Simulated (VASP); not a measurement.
Write the native input for VASP 6.6.1 that does the following.

```yaml
Task: single point
Functional: PBE
Potentials_or_basis: VASP PAW PBE potentials, release 64 (Cs_sv, Sn_d, I)
Cutoff: 520 eV
k_mesh: 4 × 4 × 4
Occupations: gaussian, width 0.01 eV
Spin: no spin polarisation
Dipole_correction: no
Further_INCAR_settings: ALGO = Normal; EDIFF = 1e-06; NBANDS = 30
```

The structure of CsSnI3 lies in POSCAR:

```
CsSnI3
1.0
    6.3604473821      0.0000000000      0.0000000000
    0.0000000000      6.3604473821      0.0000000000
    0.0000000000      0.0000000000      6.3604473821
Cs Sn I
1 1 3
Direct
    0.0000000000      0.0000000000      0.0000000000
    0.5000000000      0.5000000000      0.5000000000
    0.5000000000      0.5000000000      0.0000000000
    0.5000000000      0.0000000000      0.5000000000
    0.0000000000      0.5000000000      0.5000000000
```

The input as run:

INCAR

```
ALGO = Normal ; EDIFF = 1E-6
ENCUT = 520 ; GGA = PE
ISIF = 2 ; ISMEAR = 0
LASPH = T ; LCHARG = F
LREAL = F ; LWAVE = F
NBANDS = 30 ; NELM = 60
PREC = Accurate ; SIGMA = 0.01
```

KPOINTS

```
k-points
0
Gamma
  4 4 4
```

Potentials or basis: VASP PAW PBE potentials, release 64 (Cs_sv, Sn_d, I).

Launch:

```console
$ cat potpaw_PBE.64/Cs_sv/POTCAR potpaw_PBE.64/Sn_d/POTCAR potpaw_PBE.64/I/POTCAR > POTCAR
$ mpirun -np 1 vasp_std > vasp.out
```

It gave:

| Quantity | Value |
| --- | --- |
| Pressure | -0.4 GPa |
| Band gap on the k mesh | 0.61 eV |

Caveat: semilocal functionals underestimate gaps, and a narrow one can read as zero; spin-orbit coupling is left out, which moves the levels of the heavy elements.

It took 2.4 min on 1 thread of Intel Xeon 8259CL (shared host), peak memory 0.36 GiB.
